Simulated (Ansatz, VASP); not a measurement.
# One calculation of SnSe, two programs

The input INCAR:

```
  ALGO = Normal
  EDIFF = 1E-6
  ENCUT = 500
  GGA = LIBXC
  GGA_COMPAT = F
  ISIF = 2
  ISMEAR = -1
  LASPH = T
  LCHARG = F
  LIBXC1 = GGA_X_B88
  LIBXC2 = GGA_C_PBE
  LREAL = F
  LWAVE = F
  NBANDS = 17
  NELM = 120
  PREC = Accurate
  SIGMA = 0.05
```

Contents of KPOINTS:

```
k-points
0
Gamma
  8 8 8
```

The input POSCAR:

```
SnSe
1.0
    0.0000000000      2.9693193375      2.9693193375
    2.9693193375      0.0000000000      2.9693193375
    2.9693193375      2.9693193375      0.0000000000
Sn Se
1 1
Direct
    0.0000000000      0.0000000000      0.0000000000
    0.5000000000      0.5000000000      0.5000000000
```

input.yaml

```yaml
crystal:
  lattice:
    - [0.0, 2.9693193375, 2.9693193375]
    - [2.9693193375, 0.0, 2.9693193375]
    - [2.9693193375, 2.9693193375, 0.0]
  atoms:
    - { symbol: Sn, position: [0.0, 0.0, 0.0] }
    - { symbol: Se, position: [0.5, 0.5, 0.5] }
hamiltonian:
  xc: { exchange: b88, correlation: pbe }
  pseudopotentials: { kind: paw }
kpoints:
  mp_grid: { grid: [8, 8, 8] }
scf:
  occupations: { method: fermi_dirac, width: 0.05 }
output:
  forces: true
  stress: true
  eigenvalues: true
```

Alike in both runs: task single point; functional b88 exchange, pbe correlation; k mesh 8 × 8 × 8; occupations fermi-dirac, width 0.05 eV; no spin polarisation.

```csv
,VASP,Ansatz
version,VASP 6.6.1,Ansatz 0.2.0
potentials or method,"VASP PAW PBE potentials, release 64 (Sn_d, Se)",Ansatz PAW
plane-wave cutoff (eV),500,420
valence electrons in the cell,20,30
```

```tsv
	VASP	Ansatz	Ansatz less VASP
gap on the k mesh at the Fermi level (eV)	0.72	0.72	-0.001
least direct gap on the mesh (eV)	0.75	0.75	-0.001
pressure (GPa)	3.1	3.1	+0.01
```

VASP's potentials were made for PBE, not for b88 exchange, pbe correlation. VASP's potentials hold 20 valence electrons a cell and Ansatz's 30, so a difference there can come from the potentials and not from the codes.
